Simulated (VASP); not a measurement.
ScB2P3, 6 atoms in the cell. It takes space group P4mm (No. 99, tetragonal). The conventional cell has a = 3.402 Å, b = 3.402 Å, c = 7.222 Å, α = 90.00°, β = 90.00°, γ = 90.00°. Within 3.5 Å of Sc (site symmetry 4mm) lie 5 B at 2.52 to 2.56 Å and 8 P at 2.99 to 3.19 Å and 4 Sc at 3.40 Å. B (site symmetry 4mm) has 4 Sc at 2.52 Å and 5 P at 2.53 to 2.59 Å and 4 B at 3.40 Å within 3.5 Å. Within 3.5 Å of B (site symmetry 4mm) lie 8 P at 2.53 to 2.60 Å and 1 Sc at 2.56 Å and 4 B at 3.40 Å. P (site symmetry 2mm) has 10 P at 2.41 to 3.40 Å and 4 B at 2.59 to 2.60 Å and 2 Sc at 3.19 Å within 3.5 Å. Within 3.5 Å of P (site symmetry 4mm) lie 5 B at 2.53 Å and 4 Sc at 2.99 Å and 8 P at 3.23 to 3.40 Å. The cell was generated, and may not be a known phase.

| Quantity | Value |
| --- | --- |
| Program | VASP 6.6.1 |
| Task | single point |
| Functional | PBE |
| Potentials or basis | VASP PAW PBE potentials, release 64 (Sc_sv, B, P) |
| Cutoff | 520 eV |
| k mesh | 6 × 6 × 4 |
| Occupations | gaussian, width 0.1 eV |
| Spin | no spin polarisation |
| Dipole correction | no |
| Further INCAR settings | ALGO = Normal; EDIFF = 1e-07; NBANDS = 25 |

Potentials or basis: VASP PAW PBE potentials, release 64 (Sc_sv, B, P).

Launch:

```bash
$ cat potpaw_PBE.64/Sc_sv/POTCAR potpaw_PBE.64/B/POTCAR potpaw_PBE.64/P/POTCAR > POTCAR
$ mpirun -np 1 vasp_std > vasp.out
```

Hardware: 1 thread of Oxide Virtual Turin-like Processor, with other jobs on the host.

Problem. Estimate the wall time of this run.

Solution. It took 96 s on 1 thread of Oxide Virtual Turin-like Processor, with other jobs on the host, peak memory 0.19 GiB. Counts: scf iterations 15, k points 30.
